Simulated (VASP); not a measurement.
# ZnSe (I-4m2) in VASP: single point with HSE06

Aim: the single point of ZnSe with HSE06.

All numbers are computed with VASP 6.6.1; they aren't measurements. Logs are shortened: lines on timing, memory, paths and dates and some standing lists are left out, and cuts for length are marked.

## Step 1: The cell of the first run

It takes space group I-4m2 (No. 119, tetragonal). Conventional cell: a = 3.897 Å, b = 3.897 Å, c = 5.665 Å, α = 90.00°, β = 90.00°, γ = 90.00°. Zn (site symmetry -4m2) has 4 Se at 2.41 Å within 3.2 Å. Se (site symmetry -4m2) has 4 Zn at 2.41 Å within 3.2 Å.

## Step 2: Single point, HSE06 (biaxial xy strain -2.7%)

Input file POSCAR:

```
ZnSe
1.0
    0.0000000000      2.7556659633      2.8324246719
    2.7556659633      0.0000000000      2.8324246719
    2.7556659633      2.7556659633      0.0000000000
Zn Se
1 1
Direct
    0.0000000000      0.0000000000      0.0000000000
    0.2500000000      0.2500000000      0.2500000000
```

Input file INCAR.step1:

```
PREC = Accurate ; ENCUT = 520
EDIFF = 1E-5 ; ISMEAR = 0
SIGMA = 0.01 ; LREAL = F
LASPH = T ; NELM = 80
ALGO = Normal ; ISIF = 2
LWAVE = T ; LCHARG = F
NBANDS = 16 ; GGA = PE
```

Input file INCAR.step2:

```
PREC = Accurate ; ENCUT = 520
EDIFF = 1E-6 ; ISMEAR = 0
SIGMA = 0.01 ; LREAL = F
LASPH = T ; NELM = 80
ALGO = Normal ; ISIF = 2
LWAVE = F ; LCHARG = F
GGA = PE ; LHFCALC = T
HFSCREEN = 0.2079 ; PRECFOCK = Normal
NBANDS = 16 ; ISTART = 1
```

Input file KPOINTS:

```
regular mesh
0
Gamma
  6 6 6
```

Potentials or basis: VASP PAW PBE potentials, release 64 (Zn, Se).

Command:

```bash
cat potpaw_PBE.64/Zn/POTCAR potpaw_PBE.64/Se/POTCAR > POTCAR
cp INCAR.step1 INCAR
mpirun -np 1 vasp_std > vasp.out
cp INCAR.step2 INCAR
mpirun -np 1 vasp_std > vasp.out
```

OUTCAR:

```text
PREC = Accurate
   ENCUT = 520
   EDIFF = 1E-6
   ISMEAR = 0
   LREAL = F
   LASPH = T
   NELM = 80
   ISIF = 2
   GGA = PE
   LHFCALC = T
   HFSCREEN = 0.2079
   PRECFOCK = Normal
   ISTART = 1

 ion  position               nearest neighbor table
   1  0.000  0.000  0.000-   2 2.41   2 2.41   2 2.41   2 2.41
   2  0.250  0.250  0.250-   1 2.41   1 2.41   1 2.41   1 2.41

  LATTYP: Found a body centered tetragonal cell.
 ALAT       =     3.8971001787
 C/A-ratio  =     1.4536062929

  Lattice vectors:

 A1 = (  -2.7556659633,   0.0000000000,   2.8324246719)
 A2 = (   2.7556659633,   0.0000000000,   2.8324246719)
 A3 = (   0.0000000000,   2.7556659633,  -2.8324246719)

Analysis of symmetry for initial positions (statically):
=====================================================================
 Subroutine PRICEL returns:
 Original cell was already a primitive cell.

 Routine SETGRP: Setting up the symmetry group for a
 body centered tetragonal supercell.

 Subroutine GETGRP returns: Found  8 space group operations
 (whereof  8 operations were pure point group operations)
 out of a pool of 16 trial point group operations.

The static configuration has the point symmetry D_2d.

Analysis of symmetry for dynamics (positions and initial velocities):
=====================================================================
 Subroutine PRICEL returns:
 Original cell was already a primitive cell.

 Routine SETGRP: Setting up the symmetry group for a
 body centered tetragonal supercell.

 Subroutine GETGRP returns: Found  8 space group operations
 (whereof  8 operations were pure point group operations)
 out of a pool of 16 trial point group operations.

The dynamic configuration has the point symmetry D_2d.

 Subroutine INISYM returns: Found  8 space group operations
 (whereof  8 operations are pure point group operations),
 and found     1 'primitive' translations

----------------------------------------------------------------------------------------

                                     Primitive cell

  volume of cell :      43.0171

  direct lattice vectors                    reciprocal lattice vectors
     0.000000000  2.755665963  2.832424672    -0.181444343  0.181444343  0.176527201
     2.755665963  0.000000000  2.832424672     0.181444343 -0.181444343  0.176527201
     2.755665963  2.755665963  0.000000000     0.181444343  0.181444343 -0.176527201

  length of vectors
     3.951749540  3.951749540  3.897100179     0.311457785  0.311457785  0.311457785

  position of ions in fractional coordinates (direct lattice)
     0.000000000  0.000000000  0.000000000
     0.250000000  0.250000000  0.250000000

  ion indices of the primitive-cell ions
   primitive index   ion index
                 1           1
                 2           2

----------------------------------------------------------------------------------------

 KPOINTS: regular mesh

Automatic generation of k-mesh.
 Grid dimensions read from file:
 generate k-points for:    6    6    6

 Generating k-lattice:

  Cartesian coordinates                     Fractional coordinates (reciprocal lattice)
    -0.030240724  0.030240724  0.029421200     0.166666667  0.000000000  0.000000000
     0.030240724 -0.030240724  0.029421200     0.000000000  0.166666667  0.000000000
     0.030240724  0.030240724 -0.029421200     0.000000000  0.000000000  0.166666667

  Length of vectors
     0.051909631  0.051909631  0.051909631

  Shift w.r.t. Gamma in fractional coordinates (k-lattice)
     0.000000000  0.000000000  0.000000000

 Subroutine IBZKPT returns following result:
 ===========================================

 Found     30 irreducible k-points:

 Following reciprocal coordinates:
            Coordinates               Weight
  0.000000  0.000000  0.000000      1.000000
  0.166667  0.000000  0.000000      8.000000
  0.333333  0.000000  0.000000      8.000000
  0.500000  0.000000  0.000000      4.000000
  0.166667  0.166667  0.000000      2.000000
  0.333333  0.166667  0.000000      8.000000
[... 16 lines left out ...]
  0.333333  0.000000  0.333333      4.000000
  0.500000  0.000000  0.333333     16.000000
 [... further k-points ...]
   k-points           NKPTS =     30   k-points in BZ     NKDIM =    216   number of bands    NBANDS=     16
   number of dos      NEDOS =    301   number of ions     NIONS =      2
   total plane-waves  NPLWV =  27000
   dimension x,y,z NGX =    30 NGY =   30 NGZ =   30
   dimension x,y,z NGXF=    60 NGYF=   60 NGZF=   60
   ions per type =               1   1
   NGX,Y,Z   is equivalent  to a cutoff of  12.62, 12.62, 12.80 a.u.
   NGXF,Y,Z  is equivalent  to a cutoff of  25.24, 25.24, 25.60 a.u.
 SYSTEM =  unknown system
   PREC   = accura    normal or accurate (medium, high low for compatibility)
   ISTART =      1    job   : 0-new  1-cont  2-samecut
   ICHARG =      0    charge: 1-file 2-atom 10-const
   ISPIN  =      1    spin polarized calculation?
   LNONCOLLINEAR =      F non collinear calculations
   LSORBIT =      F    spin-orbit coupling
   LASPH  =      T    aspherical Exc in radial PAW
   ENCUT  =  520.0 eV  38.22 Ry    6.18 a.u.   7.35  7.35  7.25*2*pi/ulx,y,z
   NELM   =     80;   NELMIN=  2; NELMDL=  0     # of ELM steps
   EDIFF  = 0.1E-05   stopping-criterion for ELM
   LREAL  =      F    real-space projection
   EDIFFG = 0.1E-04   stopping-criterion for IOM
   NSW    =      0    number of steps for IOM
   IBRION =     -1    ionic relax: 0-MD 1-quasi-New 2-CG
   NFREE  =      0    steps in history (QN), initial steepest desc. (CG)
   ISIF   =      2    stress and relaxation
   ISYM   =      3    0-nonsym 1-usesym 2-fastsym
   POTIM  = 0.5000    time-step for ionic-motion
   TEBEG  =    0.0;   TEEND  =   0.0 temperature during run
   PSTRESS=    0.0 pullay stress
   NELECT =      18.0000    total number of electrons
   NUPDOWN=      -1.0000    fix difference up-down
   EMIN   =  10.00;   EMAX   =-10.00  energy-range for DOS
   EFERMI =   0.00;   METHOD = LEGACY
   ISMEAR =     0;   SIGMA  =   0.01  broadening in eV -4-tet -1-fermi 0-gaus
   EFERMI_NEDOS =   21; number of points for ismear=-14 and -15
   IALGO  =     38    algorithm
   IMIX   =      1    mixing-type and parameters
     AMIX     =   0.40;   BMIX     =  1.00
     AMIX_MAG =   1.60;   BMIX_MAG =  1.00
  volume/ion in A,a.u.               =      21.51       145.15
  Fermi-wavevector in a.u.,A,eV,Ry     =   1.224480  2.313932 20.399925  1.499352
  Thomas-Fermi vector in A             =   2.359553
   LORBIT       =      0    0 simple, 1 ext, 2 COOP (PROOUT), +10 PAW based schemes
   GGA     = PE    functional components
   LHFCALC =     T    Hartree Fock is set to
   PRECFOCK=normal    Normal, Fast or Accurate (Low or Medium for compatibility)
   ENCUT4O =  -1.0   cutoff for four orbital integrals eV
   NKREDX  =     1    reduce k-point grid by
   NKREDY  =     1    reduce k-point grid by
   NKREDZ  =     1    reduce k-point grid by
   AEXX    =    0.2500 exact exchange contribution
   HFSCREEN=    0.2079 screening length (either q_TF or 0.3 A-1)
   HFSCREENC=   0.2079 screening length for correlation (either q_TF or 0.3 A-1)
   ENCUTFOCK=  -1.0 apply spherical cutoff to Coloumb kernel
   IVDW    =     0    specifies the selected vdW correction
   LEPSILON=     F    determine dielectric tensor
   LRPA    =     F    only Hartree local field effects (RPA)
 non-spin polarized calculation
 Gauss-broadening in eV      SIGMA  =   0.01
  energy-cutoff  :      520.00
  volume of cell :       43.02
 maximum number of plane-waves:      1179
 NGX is ok and might be reduce to    30
  NGX = 24; NGY = 24; NGZ = 24

 number of electron      17.9999984 magnetization

 Free energy of the ion-electron system (eV)
  ---------------------------------------------------
  ext. energy  EPLUGINS =         0.00000000
  ---------------------------------------------------
  free energy    TOTEN  =        -7.37298224 eV

  energy without entropy =       -7.37298224  energy(sigma->0) =       -7.37298224

 E-fermi :   1.5911     XC(G=0):  -7.9409

 val. band max:        1.4892505500   @ k =   0.0000   0.0000   0.0000
 cond. band min:       4.1125726065   @ k =   0.0000   0.0000   0.0000
 fundamental gap:      2.6233220564
 Fermi energy:         1.5911091009

 k-point     1 :       0.0000    0.0000    0.0000
  band No.  band energies     occupation
      1     -13.3236      2.00000
      2      -6.9238      2.00000
      3      -6.9124      2.00000
      4      -6.9124      2.00000
      5      -6.5401      2.00000
      6      -6.5355      2.00000
[... 8 lines left out ...]
     15      13.9947      0.00000
     16      14.5636      0.00000

 k-point     2 :       0.1667    0.0000    0.0000
  band No.  band energies     occupation
      1     -13.1109      2.00000
      2      -6.8946      2.00000
      3      -6.8840      2.00000
      4      -6.8770      2.00000
      5      -6.5408      2.00000
      6      -6.5388      2.00000
[... 8 lines left out ...]
     15      13.3169      0.00000
     16      13.9931      0.00000

 k-point     3 :       0.3333    0.0000    0.0000
  band No.  band energies     occupation
      1     -12.6315      2.00000
      2      -6.8479      2.00000
      3      -6.8354      2.00000
      4      -6.6658      2.00000
      5      -6.5347      2.00000
      6      -6.5294      2.00000
[... 8 lines left out ...]
     15      13.8661      0.00000
     16      13.9516      0.00000

 k-point     4 :       0.5000    0.0000    0.0000
  band No.  band energies     occupation
      1     -12.3567      2.00000
      2      -6.8317      2.00000
      3      -6.8171      2.00000
      4      -6.5254      2.00000
      5      -6.5171      2.00000
      6      -6.3280      2.00000
[... 8 lines left out ...]
     15      16.0953      0.00000
     16      16.3369      0.00000
[... 324 lines left out ...]
 k-point    22 :      -0.3333    0.5000    0.1667
  band No.  band energies     occupation
      1     -12.0480      2.00000
      2      -6.7763      2.00000
      3      -6.7001      2.00000
      4      -6.6087      2.00000
      5      -6.5250      2.00000
      6      -6.1926      2.00000
[... 8 lines left out ...]
     15      16.9813      0.00000
     16      17.3133      0.00000

 k-point    23 :       0.3333    0.0000    0.3333
  band No.  band energies     occupation
      1     -12.3854      2.00000
      2      -6.8305      2.00000
      3      -6.7459      2.00000
      4      -6.7256      2.00000
      5      -6.5101      2.00000
      6      -6.4943      2.00000
[... 8 lines left out ...]
     15      15.7699      0.00000
     16      18.7677      0.00000

 k-point    24 :       0.5000    0.0000    0.3333
  band No.  band energies     occupation
      1     -12.1085      2.00000
      2      -6.7978      2.00000
      3      -6.7020      2.00000
      4      -6.6608      2.00000
      5      -6.5015      2.00000
      6      -6.2963      2.00000
[... 8 lines left out ...]
     15      16.5409      0.00000
     16      17.7426      0.00000

 [... further k-points ...]

------------------------ aborting loop because EDIFF is reached ----------------------------------------

  FORCE on cell =-STRESS in cart. coord.  units (eV):
  Direction    XX          YY          ZZ          XY          YZ          ZX
  --------------------------------------------------------------------------------------
  -------------------------------------------------------------------------------------
  Total        1.5439044      1.5439044      1.2737761      0.0000000      0.0000000     -0.0000000
  in kB       57.5028652     57.5028652     47.4419109      0.0000000      0.0000000     -0.0000000
  external PRESSURE =      54.1492138 kB  Pullay stress =       0.0000000 kB

 VOLUME and BASIS-vectors are now :
 -----------------------------------------------------------------------------
  energy-cutoff  :      520.00
  volume of cell :       43.02
      direct lattice vectors                 reciprocal lattice vectors
     0.000000000  2.755665963  2.832424672    -0.181444343  0.181444343  0.176527201
     2.755665963  0.000000000  2.832424672     0.181444343 -0.181444343  0.176527201
     2.755665963  2.755665963  0.000000000     0.181444343  0.181444343 -0.176527201

 POSITION                                       TOTAL-FORCE (eV/Angst)
 -----------------------------------------------------------------------------------
      0.00000      0.00000      0.00000         0.000000      0.000000      0.000000
      1.37783      1.37783      1.41621        -0.000000     -0.000000     -0.000000
 -----------------------------------------------------------------------------------
    total drift:                                0.000001      0.000001     -0.000005

  FREE ENERGIE OF THE ION-ELECTRON SYSTEM (eV)
  ---------------------------------------------------
  free  energy   TOTEN  =        -7.3729822366 eV

  energy  without entropy=       -7.3729822366  energy(sigma->0) =       -7.37298224
```

Wall time 2.5 h (1 thread of AMD EPYC 9755, shared host); peak memory 0.27 GiB.

What came out:

```
Free energy            : -7.3730 eV
Pressure               : 5.4 GPa
Band gap on the k mesh : 2.62 eV
```

Caveat: the cell differs from its parent crystal (biaxial xy strain -2.7%); the cell stands under pressure; the PAW data sets were made with another functional, which shifts forces and pressure a little.
